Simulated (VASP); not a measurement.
Input of a VASP 6.6.1 run:

File INCAR:

```
SYSTEM = Ta4NiO11
PREC = Accurate
ENCUT = 520
EDIFF = 1E-6
ISMEAR = -1
SIGMA = 0.05
LREAL = Auto
LASPH = .TRUE.
NELM = 150
ALGO = Normal
ISIF = 2
LWAVE = .FALSE.
LCHARG = .FALSE.
ISPIN = 2
MAGMOM = 0 0 0 0 1 0 0 0 0 0 0 0 0 0 0 0
LORBIT = 11
LMAXMIX = 4
GGA = PE
NBANDS = 78
```

The input KPOINTS:

```
Automatic mesh
0
G
  3 3 2
  0 0 0
```

The input POSCAR:

```
Ta4NiO11
1.0
    5.2928500000     -0.0003200000     -0.0251800000
   -0.0419000000      5.3356900000      0.0234000000
   -0.4762000000     -0.0799900000      7.8960900000
Ta Ni O
4 1 11
Direct
    0.5226100000      0.4636400000      0.5184300000
    0.5553200000      0.5316300000      0.9808300000
    0.0233800000      0.9883200000      0.5096100000
    0.0491600000      0.0248400000      0.0168900000
    0.0653800000      0.5799800000      0.2689800000
    0.9671100000      0.9383400000      0.2389200000
    0.2100500000      0.2832400000      0.4299000000
    0.2728700000      0.7199500000      0.0614500000
    0.3388800000      0.2382000000      0.0368200000
    0.3066500000      0.7534100000      0.4587400000
    0.5010300000      0.4485800000      0.7499100000
    0.7056400000      0.1633200000      0.4873200000
    0.7330200000      0.8335800000      0.9406000000
    0.8528400000      0.3649700000      0.0789600000
    0.8188900000      0.6556100000      0.4758400000
    0.0771800000      0.0123900000      0.7468000000
```

Potentials or basis: VASP PAW PBE potentials, release 64 (Ta_pv, Ni, O).

The run is started by

```bash
$ cat potpaw_PBE.64/Ta_pv/POTCAR potpaw_PBE.64/Ni/POTCAR potpaw_PBE.64/O/POTCAR > POTCAR
$ mpirun -np 1 vasp_std > vasp.out
```

Problem. Predict the site moments.

Solution. Ta -0.00, +0.00, +0.01 (each value once); Ni +0.46; O +0.06, +0.03, -0.03, +0.00, +0.04, -0.00, +0.02, -0.01 (each value once) μB.

Problem. What does it give for the pressure?

Solution. 0.7 GPa.

Problem. Estimate the largest force.

Solution. 0.194 eV/Å.

Problem. Predict the net moment.

Solution. 0.61 μB per cell.

Forces in eV/Å, atoms in the order of the input:
```
Ta  -0.119 -0.044 -0.147
Ta   0.034 -0.117  0.069
Ta   0.050  0.024 -0.125
Ta  -0.055  0.084 -0.101
Ni  -0.032  0.028  0.021
O   -0.014 -0.048  0.087
O   -0.030 -0.013 -0.008
O   -0.089  0.023  0.100
O    0.054  0.018  0.014
O    0.030  0.028  0.006
O   -0.017 -0.027  0.044
O    0.000 -0.068 -0.011
O    0.009  0.085 -0.036
O    0.065 -0.034  0.017
O    0.106  0.076 -0.056
O    0.009 -0.017  0.126
```

Caveat: the k points lie up to 0.40 Å⁻¹ apart; a cell with one magnetic atom can't hold antiferromagnetic order, which such compounds often take.
